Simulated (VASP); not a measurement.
# Al (Fm-3m) in VASP: notebook, part 2 of 2

VASP 6.6.1. The steps go on from the part before.

## Step 3: Single point, r2SCAN

This run uses another cell than the first one, of 17.60 Å³/atom, 1.019 times its volume.

The input, POSCAR:

```
Al
1.0
    0.0000000000      2.0645171409      2.0645171409
    2.0645171409      0.0000000000      2.0645171409
    2.0645171409      2.0645171409      0.0000000000
Al
1
Direct
    0.0000000000      0.0000000000      0.0000000000
```

The input, INCAR.step1:

```
SYSTEM = Al
  ALGO = Normal
  EDIFF = 1E-4
  ENCUT = 520
  GGA = PE
  ISMEAR = 0
  LASPH = .TRUE.
  LCHARG = .FALSE.
  LREAL = .FALSE.
  LWAVE = .TRUE.
  NBANDS = 8
  NELM = 80
  PREC = Accurate
  SIGMA = 0.1
```

The input, INCAR.step2:

```
SYSTEM = Al
  ALGO = Normal
  EDIFF = 1E-6
  ENCUT = 520
  ISIF = 2
  ISMEAR = 0
  ISTART = 1
  LASPH = .TRUE.
  LCHARG = .TRUE.
  LELF = .TRUE.
  LMIXTAU = .TRUE.
  LREAL = .FALSE.
  LVHAR = .TRUE.
  LWAVE = .FALSE.
  METAGGA = R2SCAN
  NBANDS = 8
  NELM = 80
  PREC = Accurate
  SIGMA = 0.1
```

The input, KPOINTS:

```
k-points
0
G
  12 12 12
  0 0 0
```

Potentials or basis: VASP PAW PBE potentials, release 64 (Al).

On the command line:

```
> cat potpaw_PBE.64/Al/POTCAR > POTCAR
> cp INCAR.step1 INCAR
> mpirun -np 1 vasp_std > vasp.out
> cp INCAR.step2 INCAR
> mpirun -np 1 vasp_std > vasp.out
```

OUTCAR:

```text
SYSTEM = Al
   EDIFF = 1E-6
   ENCUT = 520
   ISIF = 2
   ISMEAR = 0
   ISTART = 1
   LASPH = .TRUE.
   LREAL = .FALSE.
   METAGGA = R2SCAN
   NELM = 80
   PREC = Accurate

 ion  position               nearest neighbor table
   1  0.000  0.000  0.000-

  LATTYP: Found a face centered cubic cell.
 ALAT       =     4.1290342818

  Lattice vectors:

 A1 = (   0.0000000000,   2.0645171409,   2.0645171409)
 A2 = (   2.0645171409,   0.0000000000,   2.0645171409)
 A3 = (   2.0645171409,   2.0645171409,   0.0000000000)

Analysis of symmetry for initial positions (statically):
=====================================================================
 Subroutine PRICEL returns:
 Original cell was already a primitive cell.

 Routine SETGRP: Setting up the symmetry group for a
 face centered cubic supercell.

 Subroutine GETGRP returns: Found 48 space group operations
 (whereof 48 operations were pure point group operations)
 out of a pool of 48 trial point group operations.

The static configuration has the point symmetry O_h .

Analysis of symmetry for dynamics (positions and initial velocities):
=====================================================================
 Subroutine PRICEL returns:
 Original cell was already a primitive cell.

 Routine SETGRP: Setting up the symmetry group for a
 face centered cubic supercell.

 Subroutine GETGRP returns: Found 48 space group operations
 (whereof 48 operations were pure point group operations)
 out of a pool of 48 trial point group operations.

The dynamic configuration has the point symmetry O_h .

 Subroutine INISYM returns: Found 48 space group operations
 (whereof 48 operations are pure point group operations),
 and found     1 'primitive' translations

----------------------------------------------------------------------------------------

                                     Primitive cell

[... 103 lines left out ...]
   ISMEAR =     0;   SIGMA  =   0.10  broadening in eV -4-tet -1-fermi 0-gaus
   EFERMI_NEDOS =   21; number of points for ismear=-14 and -15
   IALGO  =     38    algorithm
   IMIX   =      4    mixing-type and parameters
     AMIX     =   0.40;   BMIX     =  1.00
     AMIX_MAG =   1.60;   BMIX_MAG =  1.00
  volume/ion in A,a.u.               =      17.60       118.76
  Fermi-wavevector in a.u.,A,eV,Ry     =   0.907723  1.715348 11.210675  0.823961
  Thomas-Fermi vector in A             =   2.031564
   LORBIT       =      0    0 simple, 1 ext, 2 COOP (PROOUT), +10 PAW based schemes
   METAGGA = R2SCAN    functional components
   LHFCALC =     F    Hartree Fock is set to
   AEXX    =    0.0000 exact exchange contribution
   IVDW    =     0    specifies the selected vdW correction
   LEPSILON=     F    determine dielectric tensor
   LRPA    =     F    only Hartree local field effects (RPA)
 non-spin polarized calculation
 Gauss-broadening in eV      SIGMA  =   0.10
  energy-cutoff  :      520.00
  volume of cell :       17.60
 maximum number of plane-waves:       495
 NGX is ok and might be reduce to    24
   NGX = 11   NGY = 11   NGZ = 11

 number of electron       3.0000000 magnetization

 Free energy of the ion-electron system (eV)
  ---------------------------------------------------
  ext. energy  EPLUGINS =         0.00000000
  ---------------------------------------------------
  free energy    TOTEN  =        -6.70107718 eV

  energy without entropy =       -6.69953146  energy(sigma->0) =       -6.70030432

 E-fermi :   7.2311     XC(G=0): -10.6675

 val. band max:        7.1209314714   @ k =   0.5000   0.2500   0.0833
 cond. band min:       7.3070692617   @ k =  -0.4167   0.4167   0.0833
 fundamental gap:      0.1861377903
 Fermi energy:         7.2311406057

 k-point     1 :       0.0000    0.0000    0.0000
  band No.  band energies     occupation
      1      -4.0269      2.00000
      2      20.3285      0.00000
      3      20.3285      0.00000
      4      20.3285      0.00000
      5      21.7100      0.00000
      6      21.7100      0.00000
      7      21.7100      0.00000
      8      24.2686      0.00000
[... 243 lines left out ...]
 k-point    24 :      -0.4167    0.1667    0.0000
  band No.  band energies     occupation
      1       2.6901      2.00000
      2       4.1867      2.00000
      3      12.9791      0.00000
      4      16.3275      0.00000
      5      18.2598      0.00000
      6      23.0072      0.00000
      7      25.7614      0.00000
      8      28.8714      0.00000

 [... further k-points ...]
[... 5 lines left out ...]
  --------------------------------------------------------------------------------------
  -------------------------------------------------------------------------------------
  Total       -0.8085486     -0.8085486     -0.8085486     -0.0000000     -0.0000000     -0.0000000
  in kB      -73.6090521    -73.6090521    -73.6090521     -0.0000000     -0.0000000     -0.0000000
  external PRESSURE =     -73.6090521 kB  Pullay stress =       0.0000000 kB

 VOLUME and BASIS-vectors are now :
 -----------------------------------------------------------------------------
  energy-cutoff  :      520.00
  volume of cell :       17.60
      direct lattice vectors                 reciprocal lattice vectors
     0.000000000  2.064517141  2.064517141    -0.242187381  0.242187381  0.242187381
     2.064517141  0.000000000  2.064517141     0.242187381 -0.242187381  0.242187381
     2.064517141  2.064517141  0.000000000     0.242187381  0.242187381 -0.242187381

 POSITION                                       TOTAL-FORCE (eV/Angst)
 -----------------------------------------------------------------------------------
      0.00000      0.00000      0.00000         0.000000     -0.000000     -0.000000
 -----------------------------------------------------------------------------------
    total drift:                                0.000000     -0.000000     -0.000000

  FREE ENERGIE OF THE ION-ELECTRON SYSTEM (eV)
  ---------------------------------------------------
  free  energy   TOTEN  =        -6.7010771779 eV

  energy  without entropy=       -6.6995314569  energy(sigma->0) =       -6.70030432
```

OSZICAR.step1:

```text
N       E                     dE             d eps       ncg     rms          rms(c)
DAV:   1    -0.229958851182E+01   -0.22996E+01   -0.90220E+02  1160   0.209E+02
DAV:   2    -0.375258977656E+01   -0.14530E+01   -0.14158E+01  1600   0.190E+01
DAV:   3    -0.376039723854E+01   -0.78075E-02   -0.78041E-02  1432   0.152E+00
DAV:   4    -0.376041654218E+01   -0.19304E-04   -0.19304E-04  1800   0.666E-02
DAV:   5    -0.376041656105E+01   -0.18874E-07   -0.18892E-07  1488   0.143E-03    0.120E+00
DAV:   6    -0.374804874976E+01    0.12368E-01   -0.19189E-03  1504   0.209E-01    0.701E-01
DAV:   7    -0.373900460750E+01    0.90441E-02   -0.57330E-03  1480   0.339E-01    0.138E-01
DAV:   8    -0.373899803364E+01    0.65739E-05   -0.14416E-05  1456   0.271E-02
   1 F= -.37389980E+01 E0= -.37381287E+01  d E =-.173875E-02
```

Run time: 28 s. Hardware: 1 thread of Intel Xeon Platinum 8259CL at 2.50GHz (Skylake/Cascade Lake), shared host; peak memory 0.14 GiB.

Results:

- Free energy: -6.7011 eV
- Pressure: -7.4 GPa

Caveat: the PAW data sets were made with another functional, which shifts forces and pressure a little.
